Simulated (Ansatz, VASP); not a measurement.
One calculation of AlIn3Sb2, two programs

```
Al In Sb
1.0
     5.26078    0.00000    0.00000
    -2.63039    4.55597    0.00000
     0.00000    0.00000    6.51353
Al In Sb
1 3 2
Direct
  0.00000 0.00000 0.00000
  0.00000 0.00000 0.50000
  0.33333 0.66667 0.00000
  0.33333 0.66667 0.50000
  0.66667 0.33333 0.24519
  0.66667 0.33333 0.75481
```

Change from the starting cell: species swapped into the Ce2CoSi3 type (P-6m2, No. 187).

Alike in both runs: task relaxation of cell and atoms; functional PBE; k mesh 6 × 6 × 4; occupations gaussian, width 0.1 eV; no spin polarisation.

|  | VASP | Ansatz |
| --- | --- | --- |
| version | VASP 6.6.1 | Ansatz 0.2.0 |
| potentials or method | VASP PAW PBE potentials, release 64 (Al, In_d, Sb), cutoff 600 eV | scalar-relativistic, plane waves, PAW |
| valence electrons in the cell | 52 | 72 |

|  | VASP | Ansatz | Ansatz less VASP |
| --- | --- | --- | --- |
| gap on the k mesh at the Fermi level, each at its own relaxed structure (eV) | none | none | - |
| relaxed volume (Å³/atom) | 26.65 | 26.71 | +0.061 |
| relaxed cell length with the largest relative difference (Å) | 6.399 | 6.415 | +0.0160 |

A gap of «none» marks a metal or a gap that the smearing closes. VASP's potentials hold 52 valence electrons a cell and Ansatz's 72, so a difference there can come from the potentials and not from the codes.

Spin-orbit coupling is off throughout. Noted on VASP's run: too few bands were computed for a metal, which touches its energy and stress.
